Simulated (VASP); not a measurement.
# Cu (Im-3m) in VASP: single point with PBEsol

Aim: the single point of Cu with PBEsol.

All numbers are computed with VASP 6.6.1; they aren't measurements. Logs are shortened: lines on timing, memory, paths and dates and some standing lists are left out, and cuts for length are marked.

### Step 1. The cell of the first run

It takes space group Im-3m (No. 229, cubic). The conventional cell has a = 2.744 Å, b = 2.744 Å, c = 2.744 Å, α = 90.00°, β = 90.00°, γ = 90.00°. Within 3.1 Å of Cu (site symmetry m-3m) lie 14 Cu at 2.38 to 2.74 Å.

This isn't the form of Cu at room conditions, which is fcc.

### Step 2. Single point, PBEsol

Contents of INCAR:

```
SYSTEM = Cu
PREC = Accurate
ENCUT = 820
EDIFF = 1E-6
ISMEAR = -1
SIGMA = 0.05
LREAL = .FALSE.
LASPH = .TRUE.
NELM = 120
ALGO = Normal
ISIF = 2
LWAVE = .FALSE.
LCHARG = .TRUE.
GGA = PS
LELF = .TRUE.
LVHAR = .TRUE.
NBANDS = 16
GGA_COMPAT = .FALSE.
```

Contents of KPOINTS:

```
regular mesh
0
G
  21 21 21
  0 0 0
```

Contents of POSCAR:

```
Cu
1.0
    1.3719184386      1.3719184386      1.3719184386
   -1.3719184386      1.3719184386      1.3719184386
   -1.3719184386     -1.3719184386      1.3719184386
Cu
1
Direct
    0.0000000000      0.0000000000      0.0000000000
```

Potentials or basis: VASP PAW PBE potentials, release 64 (Cu_sv_GW).

Started as:

```
> cat potpaw_PBE.64/Cu_sv_GW/POTCAR > POTCAR
> mpirun -np 1 vasp_std > vasp.out
```

OUTCAR:

```text
SYSTEM = Cu
   PREC = Accurate
   ENCUT = 820
   EDIFF = 1E-6
   ISMEAR = -1
   LREAL = .FALSE.
   LASPH = .TRUE.
   NELM = 120
   ISIF = 2
   GGA = PS

 ion  position               nearest neighbor table
   1  0.000  0.000  0.000-

  LATTYP: Found a body centered cubic cell.
 ALAT       =     2.7438368772

  Lattice vectors:

 A1 = (   1.3719184386,  -1.3719184386,  -1.3719184386)
 A2 = (   1.3719184386,   1.3719184386,   1.3719184386)
 A3 = (  -1.3719184386,  -1.3719184386,   1.3719184386)

Analysis of symmetry for initial positions (statically):
=====================================================================
 Subroutine PRICEL returns:
 Original cell was already a primitive cell.

 Routine SETGRP: Setting up the symmetry group for a
 body centered cubic supercell.

 Subroutine GETGRP returns: Found 48 space group operations
 (whereof 48 operations were pure point group operations)
 out of a pool of 48 trial point group operations.

The static configuration has the point symmetry O_h .

Analysis of symmetry for dynamics (positions and initial velocities):
=====================================================================
 Subroutine PRICEL returns:
 Original cell was already a primitive cell.

 Routine SETGRP: Setting up the symmetry group for a
 body centered cubic supercell.

 Subroutine GETGRP returns: Found 48 space group operations
 (whereof 48 operations were pure point group operations)
 out of a pool of 48 trial point group operations.

The dynamic configuration has the point symmetry O_h .

 Subroutine INISYM returns: Found 48 space group operations
 (whereof 48 operations are pure point group operations),
 and found     1 'primitive' translations

----------------------------------------------------------------------------------------

                                     Primitive cell

  volume of cell :      10.3287

  direct lattice vectors                    reciprocal lattice vectors
     1.371918439  1.371918439  1.371918439     0.364453153  0.000000000  0.364453153
    -1.371918439  1.371918439  1.371918439    -0.364453153  0.364453153  0.000000000
    -1.371918439 -1.371918439  1.371918439     0.000000000 -0.364453153  0.364453153

  length of vectors
     2.376232439  2.376232439  2.376232439     0.515414591  0.515414591  0.515414591

  position of ions in fractional coordinates (direct lattice)
     0.000000000  0.000000000  0.000000000

  ion indices of the primitive-cell ions
   primitive index   ion index
                 1           1

----------------------------------------------------------------------------------------

 KPOINTS: regular mesh

Automatic generation of k-mesh.
 Grid dimensions read from file:
 generate k-points for:   21   21   21

 Generating k-lattice:

  Cartesian coordinates                     Fractional coordinates (reciprocal lattice)
     0.017354912  0.000000000  0.017354912     0.047619048  0.000000000  0.000000000
    -0.017354912  0.017354912  0.000000000     0.000000000  0.047619048  0.000000000
     0.000000000 -0.017354912  0.017354912     0.000000000  0.000000000  0.047619048

  Length of vectors
     0.024543552  0.024543552  0.024543552

  Shift w.r.t. Gamma in fractional coordinates (k-lattice)
     0.000000000  0.000000000  0.000000000

 Subroutine IBZKPT returns following result:
 ===========================================

 Found    286 irreducible k-points:

 Following reciprocal coordinates:
            Coordinates               Weight
  0.000000  0.000000  0.000000      1.000000
  0.047619  0.000000  0.000000     12.000000
  0.095238  0.000000  0.000000     12.000000
  0.142857  0.000000  0.000000     12.000000
  0.190476  0.000000  0.000000     12.000000
  0.238095  0.000000  0.000000     12.000000
[... 16 lines left out ...]
  0.238095  0.095238 -0.000000     48.000000
  0.285714  0.095238  0.000000     48.000000
 [... further k-points ...]
   k-points           NKPTS =    286   k-points in BZ     NKDIM =    286   number of bands    NBANDS=     16
   number of dos      NEDOS =    301   number of ions     NIONS =      1
   total plane-waves  NPLWV =  13824
   dimension x,y,z NGX =    24 NGY =   24 NGZ =   24
   dimension x,y,z NGXF=    48 NGYF=   48 NGZF=   48
   ions per type =               1
   NGX,Y,Z   is equivalent  to a cutoff of  16.79, 16.79, 16.79 a.u.
   NGXF,Y,Z  is equivalent  to a cutoff of  33.58, 33.58, 33.58 a.u.
 SYSTEM =  Cu
   PREC   = accura    normal or accurate (medium, high low for compatibility)
   ISTART =      0    job   : 0-new  1-cont  2-samecut
   ICHARG =      2    charge: 1-file 2-atom 10-const
   ISPIN  =      1    spin polarized calculation?
   LNONCOLLINEAR =      F non collinear calculations
   LSORBIT =      F    spin-orbit coupling
   LASPH  =      T    aspherical Exc in radial PAW
   ENCUT  =  820.0 eV  60.27 Ry    7.76 a.u.   5.55  5.55  5.55*2*pi/ulx,y,z
   NELM   =    120;   NELMIN=  2; NELMDL= -5     # of ELM steps
   EDIFF  = 0.1E-05   stopping-criterion for ELM
   LREAL  =      F    real-space projection
   EDIFFG = 0.1E-04   stopping-criterion for IOM
   NSW    =      0    number of steps for IOM
   IBRION =     -1    ionic relax: 0-MD 1-quasi-New 2-CG
   NFREE  =      0    steps in history (QN), initial steepest desc. (CG)
   ISIF   =      2    stress and relaxation
   ISYM   =      2    0-nonsym 1-usesym 2-fastsym
   POTIM  = 0.5000    time-step for ionic-motion
   TEBEG  =    0.0;   TEEND  =   0.0 temperature during run
   PSTRESS=    0.0 pullay stress
   NELECT =      19.0000    total number of electrons
   NUPDOWN=      -1.0000    fix difference up-down
   EMIN   =  10.00;   EMAX   =-10.00  energy-range for DOS
   EFERMI =   0.00;   METHOD = LEGACY
   ISMEAR =    -1;   SIGMA  =   0.05  broadening in eV -4-tet -1-fermi 0-gaus
   EFERMI_NEDOS =   21; number of points for ismear=-14 and -15
   IALGO  =     38    algorithm
   IMIX   =      4    mixing-type and parameters
     AMIX     =   0.40;   BMIX     =  1.00
     AMIX_MAG =   1.60;   BMIX_MAG =  1.00
  volume/ion in A,a.u.               =      10.33        69.70
  Fermi-wavevector in a.u.,A,eV,Ry     =   2.005908  3.790617 54.745328  4.023668
  Thomas-Fermi vector in A             =   3.020017
   LORBIT       =      0    0 simple, 1 ext, 2 COOP (PROOUT), +10 PAW based schemes
   GGA     = PS    functional components
   LHFCALC =     F    Hartree Fock is set to
   AEXX    =    0.0000 exact exchange contribution
   IVDW    =     0    specifies the selected vdW correction
   LEPSILON=     F    determine dielectric tensor
   LRPA    =     F    only Hartree local field effects (RPA)
 non-spin polarized calculation
  energy-cutoff  :      820.00
  volume of cell :       10.33
 maximum number of plane-waves:       568
   NGX = 11   NGY = 11   NGZ = 11

 number of electron      18.9999993 magnetization

 Free energy of the ion-electron system (eV)
  ---------------------------------------------------
  ext. energy  EPLUGINS =         0.00000000
  ---------------------------------------------------
  free energy    TOTEN  =        -4.29184554 eV

  energy without entropy =       -4.28954194  energy(sigma->0) =       -4.29069374

 E-fermi :   9.1780     XC(G=0): -14.4399

 val. band max:        9.1534726422   @ k =  -0.4762   0.0952   0.0476
 cond. band min:       9.2235753751   @ k =   0.4286   0.2381   0.1429
 fundamental gap:      0.0701027329
 Fermi energy:         9.1780241713

 k-point     1 :       0.0000    0.0000    0.0000
  band No.  band energies     occupation
      1    -103.4376      2.00000
      2     -60.8570      2.00000
      3     -60.8570      2.00000
      4     -60.8570      2.00000
      5      -1.3490      2.00000
      6       5.6334      2.00000
[... 8 lines left out ...]
     15      40.1400      0.00000
     16      40.8416      0.00000

 k-point     2 :       0.0476    0.0000    0.0000
  band No.  band energies     occupation
      1    -103.4370      2.00000
      2     -60.8611      2.00000
      3     -60.8584      2.00000
      4     -60.8569      2.00000
      5      -1.2524      2.00000
      6       5.6126      2.00000
[... 8 lines left out ...]
     15      39.1762      0.00000
     16      39.2248      0.00000

 k-point     3 :       0.0952    0.0000    0.0000
  band No.  band energies     occupation
      1    -103.4351      2.00000
      2     -60.8735      2.00000
      3     -60.8628      2.00000
      4     -60.8567      2.00000
      5      -0.9655      2.00000
      6       5.5522      2.00000
[... 8 lines left out ...]
     15      38.0995      0.00000
     16      38.6199      0.00000

 k-point     4 :       0.1429    0.0000    0.0000
  band No.  band energies     occupation
      1    -103.4322      2.00000
      2     -60.8927      2.00000
      3     -60.8698      2.00000
      4     -60.8566      2.00000
      5      -0.4972      2.00000
      6       5.4583      2.00000
[... 8 lines left out ...]
     15      37.2987      0.00000
     16      38.8270      0.00000

 k-point     5 :       0.1905    0.0000    0.0000
  band No.  band energies     occupation
      1    -103.4285      2.00000
      2     -60.9170      2.00000
      3     -60.8785      2.00000
      4     -60.8566      2.00000
      5       0.1340      2.00000
      6       5.3402      2.00000
[... 8 lines left out ...]
     15      36.7184      0.00000
     16      39.5005      0.00000

 k-point     6 :       0.2381    0.0000    0.0000
  band No.  band energies     occupation
      1    -103.4239      2.00000
      2     -60.9440      2.00000
      3     -60.8879      2.00000
      4     -60.8563      2.00000
      5       0.8925      2.00000
      6       5.2092      2.00000
[... 8 lines left out ...]
     15      36.3110      0.00000
     16      40.4875      0.00000

 k-point     7 :       0.2857    0.0000    0.0000
  band No.  band energies     occupation
      1    -103.4196      2.00000
      2     -60.9721      2.00000
      3     -60.8977      2.00000
      4     -60.8562      2.00000
      5       1.7079      2.00000
      6       5.0772      2.00000
[... 8 lines left out ...]
     15      36.0444      0.00000
     16      41.7214      0.00000

 k-point     8 :       0.3333    0.0000    0.0000
  band No.  band energies     occupation
      1    -103.4154      2.00000
      2     -60.9978      2.00000
      3     -60.9068      2.00000
      4     -60.8558      2.00000
      5       2.4472      2.00000
      6       4.9557      2.00000
[... 8 lines left out ...]
     15      35.8874      0.00000
     16      43.1658      0.00000

 k-point     9 :       0.3810    0.0000    0.0000
  band No.  band energies     occupation
      1    -103.4120      2.00000
      2     -61.0196      2.00000
      3     -60.9145      2.00000
      4     -60.8558      2.00000
      5       2.9496      2.00000
      6       4.8549      2.00000
[... 8 lines left out ...]
     15      35.8085      0.00000
     16      44.8093      0.00000
[... 172 lines left out ...]
 k-point    19 :       0.4286    0.0476   -0.0000
  band No.  band energies     occupation
      1    -103.4104      2.00000
      2     -61.0273      2.00000
      3     -60.9184      2.00000
      4     -60.8575      2.00000
      5       3.1457      2.00000
      6       4.8210      2.00000
[... 8 lines left out ...]
     15      36.4087      0.00000
     16      43.9201      0.00000

 k-point    20 :       0.4762    0.0476   -0.0000
  band No.  band energies     occupation
      1    -103.4084      2.00000
      2     -61.0388      2.00000
      3     -60.9228      2.00000
      4     -60.8574      2.00000
      5       3.2884      2.00000
      6       4.7666      2.00000
[... 8 lines left out ...]
     15      36.3709      0.00000
     16      44.5171      0.00000

 k-point    21 :      -0.4762    0.0476    0.0000
  band No.  band energies     occupation
      1    -103.4077      2.00000
      2     -61.0427      2.00000
      3     -60.9242      2.00000
      4     -60.8574      2.00000
      5       3.3231      2.00000
      6       4.7480      2.00000
[... 8 lines left out ...]
     15      36.3611      0.00000
     16      44.6971      0.00000

 k-point    22 :       0.1905    0.0952    0.0000
  band No.  band energies     occupation
      1    -103.4305      2.00000
      2     -60.9038      2.00000
      3     -60.8689      2.00000
      4     -60.8609      2.00000
      5      -0.2215      2.00000
      6       5.4524      2.00000
[... 8 lines left out ...]
     15      38.1767      0.00000
     16      39.4940      0.00000

 k-point    23 :       0.2381    0.0952   -0.0000
  band No.  band energies     occupation
      1    -103.4269      2.00000
      2     -60.9260      2.00000
      3     -60.8768      2.00000
      4     -60.8621      2.00000
      5       0.3997      2.00000
      6       5.3477      2.00000
[... 8 lines left out ...]
     15      38.3536      0.00000
     16      39.6070      0.00000

 k-point    24 :       0.2857    0.0952    0.0000
  band No.  band energies     occupation
      1    -103.4226      2.00000
      2     -60.9502      2.00000
      3     -60.8870      2.00000
      4     -60.8623      2.00000
      5       1.1456      2.00000
      6       5.2190      2.00000
[... 8 lines left out ...]
     15      38.6134      0.00000
     16      39.6639      0.00000

 [... further k-points ...]

------------------------ aborting loop because EDIFF is reached ----------------------------------------

  FORCE on cell =-STRESS in cart. coord.  units (eV):
  Direction    XX          YY          ZZ          XY          YZ          ZX
  --------------------------------------------------------------------------------------
  -------------------------------------------------------------------------------------
  Total        1.2336682      1.2336682      1.2336682     -0.0000000     -0.0000000     -0.0000000
  in kB      191.3656964    191.3656964    191.3656964     -0.0000000     -0.0000000     -0.0000000
  external PRESSURE =     191.3656964 kB  Pullay stress =       0.0000000 kB

 VOLUME and BASIS-vectors are now :
 -----------------------------------------------------------------------------
  energy-cutoff  :      820.00
  volume of cell :       10.33
      direct lattice vectors                 reciprocal lattice vectors
     1.371918439  1.371918439  1.371918439     0.364453153  0.000000000  0.364453153
    -1.371918439  1.371918439  1.371918439    -0.364453153  0.364453153  0.000000000
    -1.371918439 -1.371918439  1.371918439     0.000000000 -0.364453153  0.364453153

 POSITION                                       TOTAL-FORCE (eV/Angst)
 -----------------------------------------------------------------------------------
      0.00000      0.00000      0.00000         0.000000     -0.000000      0.000000
 -----------------------------------------------------------------------------------
    total drift:                                0.000000     -0.000000      0.000000

  FREE ENERGIE OF THE ION-ELECTRON SYSTEM (eV)
  ---------------------------------------------------
  free  energy   TOTEN  =        -4.2918455435 eV

  energy  without entropy=       -4.2895419375  energy(sigma->0) =       -4.29069374
```

Run time: 48 s. Hardware: 1 thread of AMD EPYC 9R45 (Zen 5), shared host; peak memory 0.21 GiB.

What came out:

- Free energy: -4.2918 eV
- Pressure: 19.1 GPa
- Band gap on the k mesh: zero (an odd number of electrons rules out a gap without spin polarisation)

Caveat: the cell stands under pressure; the PAW data sets were made with another functional, which shifts forces and pressure a little.

The gap in the log of VASP goes by the Fermi energy; the results here count the filled bands.